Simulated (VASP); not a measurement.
# N in VASP: further runs

N is run at these levels: PBE; tasks: single point.

All numbers are computed with VASP 6.6.1; they aren't measurements. Logs are shortened: lines on timing, memory, paths and dates and some standing lists are left out, and cuts for length are marked.

### Step 1. The cell of the first run

The cell holds a disordered packing, 12 atoms: a = 7.034 Å, b = 7.034 Å, c = 7.034 Å, α = 90.00°, β = 90.00°, γ = 90.00°.

### Step 2. Single point, PBE

The input, INCAR:

```
PREC = Accurate
ENCUT = 1000
EDIFF = 1E-6
ISMEAR = -1
SIGMA = 0.05
LREAL = F
LASPH = T
NELM = 120
ALGO = Normal
ISIF = 2
LWAVE = F
LCHARG = T
GGA = PE
LELF = T
LVHAR = T
NBANDS = 42
GGA_COMPAT = F
```

The input, KPOINTS:

```
regular mesh
0
Gamma
  1 1 1
```

The input, POSCAR:

```
N
1.0
    7.0338500000      0.0000000000      0.0000000000
    0.0000000000      7.0338500000      0.0000000000
    0.0000000000      0.0000000000      7.0338500000
N
12
Direct
    0.7916006170      1.1050846976      0.1115463082
    0.9233918835      1.0738358083      0.0319597376
    0.5812464013      0.3960988648      0.5534238006
    0.7285199428      0.3978902024      0.4965701572
   -0.0225196727      0.6163338712      0.7574088159
   -0.0514796306      0.7143740626      0.6354130384
    0.3928005289      0.9479019314      0.3938810182
    0.3101715277      0.8197928588      0.4070032770
    0.4926178409      0.9288369812      0.8638512337
    0.3392452213      0.9349644931      0.8562451573
    0.1882610519      0.3862607249      0.2492944831
    0.2657150778      0.4845141708      0.1524627338
```

Potentials or basis: VASP PAW PBE potentials, release 64 (N_h).

Launch:

```sh
> cat potpaw_PBE.64/N_h/POTCAR > POTCAR
> mpirun -np 1 vasp_gam > vasp.out
```

OUTCAR:

```text
PREC = Accurate
   ENCUT = 1000
   EDIFF = 1E-6
   ISMEAR = -1
   LREAL = F
   LASPH = T
   NELM = 120
   ISIF = 2
   GGA = PE

 ion  position               nearest neighbor table
   1  0.792  0.105  0.112-   2 1.10
   2  0.923  0.074  0.032-   1 1.10
   3  0.581  0.396  0.553-   4 1.11
   4  0.729  0.398  0.497-   3 1.11
   5  0.977  0.616  0.757-   6 1.12
   6  0.949  0.714  0.635-   5 1.12
   7  0.393  0.948  0.394-   8 1.08
   8  0.310  0.820  0.407-   7 1.08
   9  0.493  0.929  0.864-  10 1.08
  10  0.339  0.935  0.856-   9 1.08
  11  0.188  0.386  0.249-  12 1.11
  12  0.266  0.485  0.152-  11 1.11

  LATTYP: Found a simple cubic cell.
 ALAT       =     7.0338500000

  Lattice vectors:

 A1 = (   7.0338500000,   0.0000000000,   0.0000000000)
 A2 = (   0.0000000000,   7.0338500000,   0.0000000000)
 A3 = (   0.0000000000,   0.0000000000,   7.0338500000)

Analysis of symmetry for initial positions (statically):
=====================================================================
 Subroutine PRICEL returns:
 Original cell was already a primitive cell.

 Routine SETGRP: Setting up the symmetry group for a
 simple cubic supercell.

 Subroutine GETGRP returns: Found  1 space group operations
 (whereof  1 operations were pure point group operations)
 out of a pool of 48 trial point group operations.

The static configuration has the point symmetry C_1 .

Analysis of symmetry for dynamics (positions and initial velocities):
=====================================================================
 Subroutine PRICEL returns:
 Original cell was already a primitive cell.

 Routine SETGRP: Setting up the symmetry group for a
 simple cubic supercell.

 Subroutine GETGRP returns: Found  1 space group operations
 (whereof  1 operations were pure point group operations)
 out of a pool of 48 trial point group operations.

The dynamic configuration has the point symmetry C_1 .

 Subroutine INISYM returns: Found  1 space group operations
 (whereof  1 operations are pure point group operations),
 and found     1 'primitive' translations

[... 95 lines left out ...]
   NFREE  =      0    steps in history (QN), initial steepest desc. (CG)
   ISIF   =      2    stress and relaxation
   ISYM   =      2    0-nonsym 1-usesym 2-fastsym
   POTIM  = 0.5000    time-step for ionic-motion
   TEBEG  =    0.0;   TEEND  =   0.0 temperature during run
   PSTRESS=    0.0 pullay stress
   NELECT =      60.0000    total number of electrons
   NUPDOWN=      -1.0000    fix difference up-down
   EMIN   =  10.00;   EMAX   =-10.00  energy-range for DOS
   EFERMI =   0.00;   METHOD = LEGACY
   ISMEAR =    -1;   SIGMA  =   0.05  broadening in eV -4-tet -1-fermi 0-gaus
   EFERMI_NEDOS =   21; number of points for ismear=-14 and -15
   IALGO  =     38    algorithm
   IMIX   =      4    mixing-type and parameters
     AMIX     =   0.40;   BMIX     =  1.00
     AMIX_MAG =   1.60;   BMIX_MAG =  1.00
  volume/ion in A,a.u.               =      29.00       195.70
  Fermi-wavevector in a.u.,A,eV,Ry     =   0.911169  1.721859 11.295944  0.830228
  Thomas-Fermi vector in A             =   2.035417
   LORBIT       =      0    0 simple, 1 ext, 2 COOP (PROOUT), +10 PAW based schemes
   GGA     = PE    functional components
   LHFCALC =     F    Hartree Fock is set to
   AEXX    =    0.0000 exact exchange contribution
   IVDW    =     0    specifies the selected vdW correction
   LEPSILON=     F    determine dielectric tensor
   LRPA    =     F    only Hartree local field effects (RPA)
 non-spin polarized calculation
  energy-cutoff  :     1000.00
  volume of cell :      348.00
 maximum number of plane-waves:     12443
 NGX is ok and might be reduce to    80
   NGX = 37   NGY = 37   NGZ = 37

 number of electron      60.0000000 magnetization

 Free energy of the ion-electron system (eV)
  ---------------------------------------------------
  ext. energy  EPLUGINS =         0.00000000
  ---------------------------------------------------
  free energy    TOTEN  =      -100.70005754 eV

  energy without entropy =     -100.70005754  energy(sigma->0) =     -100.70005754

 E-fermi :  -5.6941     XC(G=0):  -5.5120

 val. band max:       -6.9872343403   @ k =   0.0000   0.0000   0.0000
 cond. band min:       0.4299341385   @ k =   0.0000   0.0000   0.0000
 fundamental gap:      7.4171684788
 Fermi energy:        -5.6941463696

 k-point     1 :       0.0000    0.0000    0.0000
  band No.  band energies     occupation
      1     -25.7073      2.00000
      2     -25.6098      2.00000
      3     -25.1608      2.00000
      4     -25.1326      2.00000
      5     -25.0254      2.00000
      6     -24.9461      2.00000
[... 34 lines left out ...]
     41       1.4116      0.00000
     42       1.5338      0.00000

------------------------ aborting loop because EDIFF is reached ----------------------------------------

  FORCE on cell =-STRESS in cart. coord.  units (eV):
  Direction    XX          YY          ZZ          XY          YZ          ZX
  --------------------------------------------------------------------------------------
  -------------------------------------------------------------------------------------
  Total        4.1307931      2.3630110     -1.2715295      2.3717509      2.0942546      1.0146255
  in kB       19.0179944     10.8792014     -5.8540673     10.9194398      9.6418586      4.6712922
  external PRESSURE =       8.0143762 kB  Pullay stress =       0.0000000 kB

 VOLUME and BASIS-vectors are now :
 -----------------------------------------------------------------------------
  energy-cutoff  :     1000.00
  volume of cell :      348.00
      direct lattice vectors                 reciprocal lattice vectors
     7.033850000  0.000000000  0.000000000     0.142169651  0.000000000  0.000000000
     0.000000000  7.033850000  0.000000000     0.000000000  0.142169651  0.000000000
     0.000000000  0.000000000  7.033850000     0.000000000  0.000000000  0.142169651

 POSITION                                       TOTAL-FORCE (eV/Angst)
 -----------------------------------------------------------------------------------
      5.56800      0.73915      0.78460         0.357381     -0.034028     -0.133546
      6.49500      0.51935      0.22480        -0.332963      0.078601      0.196280
      4.08840      2.78610      3.89270         0.991936     -0.004815     -0.370122
      5.12430      2.79870      3.49280        -1.156704     -0.184125      0.271246
      6.87545      4.33520      5.32750        -0.359988      1.489270     -1.703492
      6.67175      5.02480      4.46940         0.446850     -1.328495      1.859550
      2.76290      6.66740      2.77050         2.206123      3.446923     -0.402309
      2.18170      5.76630      2.86280        -2.164107     -3.344415      0.339701
      3.46500      6.53330      6.07620         3.223645     -0.179063      0.124754
      2.38620      6.57640      6.02270        -3.220253      0.145133     -0.111671
      1.32420      2.71690      1.75350         0.701019      0.855725     -0.888797
      1.86900      3.40800      1.07240        -0.692939     -0.940711      0.818406
 -----------------------------------------------------------------------------------
    total drift:                                0.000557      0.000294      0.000266

  FREE ENERGIE OF THE ION-ELECTRON SYSTEM (eV)
  ---------------------------------------------------
  free  energy   TOTEN  =      -100.7000575408 eV

  energy  without entropy=     -100.7000575407  energy(sigma->0) =     -100.70005754
```

OSZICAR:

```text
N       E                     dE             d eps       ncg     rms          rms(c)
DAV:   1     0.780087980268E+03    0.78009E+03   -0.39694E+04    84   0.206E+03
DAV:   2     0.593381725342E+02   -0.72075E+03   -0.68913E+03   120   0.346E+02
DAV:   3    -0.100775063382E+03   -0.16011E+03   -0.15926E+03   112   0.173E+02
DAV:   4    -0.106116264511E+03   -0.53412E+01   -0.52879E+01   102   0.367E+01
DAV:   5    -0.106257084584E+03   -0.14082E+00   -0.14074E+00   120   0.516E+00    0.161E+01
DAV:   6    -0.101775416175E+03    0.44817E+01   -0.65786E+00   112   0.114E+01    0.835E+00
DAV:   7    -0.100727321306E+03    0.10481E+01   -0.41466E+00   116   0.889E+00    0.203E+00
DAV:   8    -0.100703134612E+03    0.24187E-01   -0.32254E-01   112   0.292E+00    0.379E-01
DAV:   9    -0.100700182723E+03    0.29519E-02   -0.20129E-02   102   0.725E-01    0.121E-01
DAV:  10    -0.100700210515E+03   -0.27791E-04   -0.94288E-04   112   0.187E-01    0.546E-02
DAV:  11    -0.100700090411E+03    0.12010E-03   -0.19236E-04   102   0.974E-02    0.200E-02
DAV:  12    -0.100700072916E+03    0.17494E-04   -0.29978E-05   112   0.335E-02    0.951E-03
DAV:  13    -0.100700058793E+03    0.14123E-04   -0.79478E-06   102   0.178E-02    0.283E-03
DAV:  14    -0.100700057631E+03    0.11613E-05   -0.10844E-06    96   0.690E-03    0.162E-03
DAV:  15    -0.100700057541E+03    0.90715E-07   -0.67799E-07    70   0.532E-03
   1 F= -.10070006E+03 E0= -.10070006E+03  d E =-.225091E-10
```

Wall time 47 s (1 thread of Intel Xeon 6975P-C (Granite Rapids), shared host); peak memory 0.87 GiB.

Results:

```
Free energy   : -100.7001 eV
Pressure      : 0.8 GPa
Largest force : 4.112 eV/Å
```

Forces in eV/Å, atoms in the order of the input:
```
N    0.357 -0.034 -0.134
N   -0.333  0.079  0.196
N    0.992 -0.005 -0.370
N   -1.157 -0.184  0.271
N   -0.360  1.489 -1.703
N    0.447 -1.328  1.860
N    2.206  3.447 -0.402
N   -2.164 -3.344  0.340
N    3.224 -0.179  0.125
N   -3.220  0.145 -0.112
N    0.701  0.856 -0.889
N   -0.693 -0.941  0.818
```

Stress tensor (GPa, compression positive):
```
 1.90  1.09  0.47
 1.09  1.09  0.96
 0.47  0.96 -0.59
```

Caveat: the k points lie up to 0.89 Å⁻¹ apart, too coarse for converged energies, forces and pressures.

### Step 3. Single point, PBE

The input, INCAR:

```
  PREC = Accurate
  ENCUT = 1000
  EDIFF = 1E-6
  ISMEAR = -1
  SIGMA = 0.05
  LREAL = F
  LASPH = T
  NELM = 120
  ALGO = Normal
  ISIF = 2
  LWAVE = F
  LCHARG = F
  GGA = PE
  NBANDS = 42
  GGA_COMPAT = F
```

The input, KPOINTS:

```
Automatic mesh
0
Gamma
  1 1 1
```

The input, POSCAR:

```
N
1.0
    7.0338500000      0.0000000000      0.0000000000
    0.0000000000      7.0338500000      0.0000000000
    0.0000000000      0.0000000000      7.0338500000
N
12
Direct
    0.8770019264      1.0087789760      0.1320045210
    0.9779992465      1.0414637787      0.0165201135
    0.6391378832      0.3948762058      0.5897623634
    0.6776374247      0.3433397073      0.4443654613
    0.0033978547      0.6296267336      0.7457224706
   -0.0307655125      0.7555321765      0.6600936898
    0.3877961572      0.9380922255      0.3320798709
    0.3101715277      0.8064289116      0.3591774064
    0.4674964635      0.9471910831      0.9001329286
    0.3683331319      1.0328340809      0.8150301755
    0.2307839945      0.3870000071      0.2988121726
    0.2500764162      0.4015439624      0.1432501404
```

Potentials or basis: VASP PAW PBE potentials, release 64 (N_h).

Launch:

```sh
> cat potpaw_PBE.64/N_h/POTCAR > POTCAR
> mpirun -np 1 vasp_gam > vasp.out
```

It took 1.7 min on 1 thread of AMD EPYC 7R43 (Zen 3), shared host; peak memory 0.8 GiB.

The run converged. Its results:

| Quantity | Value |
| --- | --- |
| Free energy | -100.8478 eV |
| Pressure | 0.3 GPa |
| Largest force | 2.116 eV/Å |

Forces on the atoms (eV/Å):
```
N    0.062  0.006 -0.047
N   -0.162 -0.005  0.125
N    0.496 -0.715 -1.928
N   -0.487  0.701  1.930
N    0.169 -0.581  0.407
N   -0.179  0.565 -0.410
N    0.782  1.312 -0.217
N   -0.730 -1.229  0.295
N    0.347 -0.297  0.229
N   -0.250  0.308 -0.343
N    0.025 -0.002 -0.693
N   -0.072 -0.062  0.654
```

Stress tensor (GPa, compression positive):
```
 0.57  0.37  0.39
 0.37  1.17 -0.52
 0.39 -0.52 -0.71
```

Levels at points of the mesh, in eV from the Fermi level:
```csv
k point,band 28,band 29,band 30,band 31,band 32,band 33
"(0.00, 0.00, 0.00)",-1.43,-1.33,-1.29,6.32,6.38,6.44
```

Caveat: the k points lie up to 0.89 Å⁻¹ apart, too coarse for converged energies, forces and pressures.

### Step 4. Single point, PBE

The input, INCAR:

```
PREC = Accurate ; ENCUT = 1000
EDIFF = 1E-6 ; ISMEAR = -1
SIGMA = 0.05 ; LREAL = F
LASPH = T ; NELM = 120
ALGO = Normal ; ISIF = 2
LWAVE = F ; LCHARG = F
GGA = PE ; NBANDS = 42
GGA_COMPAT = F
```

The input, KPOINTS:

```
regular mesh
0
Gamma
  1 1 1
```

The input, POSCAR:

```
N
1.0
    7.0338500000      0.0000000000      0.0000000000
    0.0000000000      7.0338500000      0.0000000000
    0.0000000000      0.0000000000      7.0338500000
N
12
Direct
    0.7554184408      1.2233556303      0.1031014309
    0.8513829553      1.1410251854      0.0095680175
    0.6239541645      0.3877961572      0.5180377745
    0.7561435060      0.4472088543      0.4579568799
   -0.0189085636      0.5666029273      0.8414452967
   -0.0981681440      0.6779217640      0.7611905287
    0.4058659198      1.0043859337      0.4329634553
    0.4233527869      0.8559181671      0.4012596231
    0.5097919347      0.8652160623      0.9244723729
    0.3643665987      0.9105255301      0.8983984589
    0.2151453329      0.3889903822      0.2577677943
    0.2885048729      0.4543599878      0.1380325142
```

Launch:

```sh
> cat potpaw_PBE.64/N_h/POTCAR > POTCAR
> mpirun -np 1 vasp_gam > vasp.out
```

Run time: 1.7 min. Hardware: 1 thread of AMD EPYC 7R43 (Zen 3), shared host; peak memory 0.83 GiB.

The run converged. Its results:

```yaml
Free_energy: -100.7099 eV
Pressure: 1.5 GPa
Largest_force: 4.319 eV/Å
```

Forces on the atoms (eV/Å):
```
N    0.324 -0.347 -0.439
N   -0.271  0.290  0.326
N    0.139  0.097  0.020
N   -0.197 -0.077  0.004
N   -0.841  1.233 -0.842
N    0.924 -1.074  0.913
N   -0.519  4.143  0.882
N    0.492 -4.198 -0.886
N    2.103 -0.732  0.391
N   -2.183  0.671 -0.391
N   -0.953 -0.814  1.500
N    0.983  0.807 -1.476
```

Stress tensor (GPa, compression positive):
```
 1.28  0.16 -0.14
 0.16  2.22  0.48
-0.14  0.48  1.06
```

Levels at points of the mesh, in eV from the Fermi level:
| k point | band 26 | band 27 | band 28 | band 29 | band 30 | band 31 | band 32 | band 33 | band 34 | band 35 |
| --- | --- | --- | --- | --- | --- | --- | --- | --- | --- | --- |
| (0.00, 0.00, 0.00) | -1.62 | -1.51 | -1.38 | -1.29 | -1.22 | 6.27 | 6.36 | 6.46 | 6.53 | 6.69 |

Caveat: the k points lie up to 0.89 Å⁻¹ apart, too coarse for converged energies, forces and pressures.

### Step 5. Single point, PBE

The input, INCAR:

```
SYSTEM = N
PREC = Accurate ; ENCUT = 1000
EDIFF = 1E-6 ; ISMEAR = -1
SIGMA = 0.05 ; LREAL = .False.
LASPH = .True. ; NELM = 120
ALGO = Normal ; ISIF = 2
LWAVE = .False. ; LCHARG = .False.
GGA = PE ; NBANDS = 42
GGA_COMPAT = .False.
```

The input, KPOINTS:

```
regular mesh
0
Gamma
  1 1 1
  0 0 0
```

The input, POSCAR:

```
N
1.0
    7.0338500000      0.0000000000      0.0000000000
    0.0000000000      7.0338500000      0.0000000000
    0.0000000000      0.0000000000      7.0338500000
N
12
Direct
    0.7481677886      1.2141714708      0.1092289429
    0.8519658508      1.1634737733      0.0018624224
    0.6227457225      0.3869573562      0.5226725051
    0.7503145504      0.4387355431      0.4609708765
   -0.0365944682      0.5507652281      0.8402795055
   -0.1106079885      0.6728747414      0.7686686523
    0.4048991662      1.0157737228      0.4232390512
    0.4189881786      0.8605386808      0.4040461483
    0.4906274658      0.8808120730      0.9310832617
    0.3395437776      0.9140371205      0.9118619248
    0.2206046475      0.3942790932      0.2763209338
    0.2728662112      0.4664301911      0.1478990880
```

Launch:

```sh
> cat potpaw_PBE.64/N_h/POTCAR > POTCAR
> mpirun -np 1 vasp_gam > vasp.out
```

Run time: 78 s. Hardware: 1 thread of Intel Xeon Platinum 8488C (Sapphire Rapids), shared host; peak memory 0.87 GiB.

Results (log left out):

| Property | Result |
| --- | --- |
| Free energy | -100.6111 eV |
| Pressure | 1.2 GPa |
| Largest force | 6.823 eV/Å |

Forces on the atoms (eV/Å):
```
N    0.633 -0.380 -0.760
N   -0.604  0.261  0.666
N   -5.746 -2.298  2.873
N    5.692  2.325 -2.862
N   -1.257  2.249 -1.243
N    1.368 -2.034  1.323
N    0.014 -0.419 -0.038
N   -0.027  0.328  0.071
N    0.761 -0.231  0.082
N   -0.829  0.177 -0.121
N   -0.225 -0.180  0.367
N    0.221  0.202 -0.359
```

Stress tensor (GPa, compression positive):
```
 2.67  1.73 -1.06
 1.73 -0.06 -0.02
-1.06 -0.02  0.91
```

Levels at points of the mesh, in eV from the Fermi level:
```csv
k point,band 26,band 27,band 28,band 29,band 30,band 31,band 32,band 33,band 34,band 35
"(0.00, 0.00, 0.00)",-1.61,-1.49,-1.34,-1.25,-1.23,6.26,6.32,6.42,6.50,6.58
```

Caveat: the k points lie up to 0.89 Å⁻¹ apart, too coarse for converged energies, forces and pressures; the atoms stand as in a frame of molecular dynamics.

### Step 6. The runs side by side

| cell | pressure (GPa) | largest force (eV/Å) |
| --- | --- | --- |
| as given, atomic positions A | 0.8 | 4.11 |
| as given, atomic positions B | 0.3 | 2.12 |
| as given, atomic positions C | 1.5 | 4.32 |
| as given, atomic positions D | 1.2 | 6.82 |

Alike in all rows: task single point; level PBE; potentials or basis VASP PAW PBE potentials, release 64 (N_h); no spin polarisation; k mesh 1 × 1 × 1; cutoff (eV) 1000; smearing fermi-dirac 0.05 eV.

Caveats: all runs use coarse meshes; the atoms stand as in a frame of molecular dynamics (at least some runs).

Absolute energies hang on the potentials; compare differences alone.
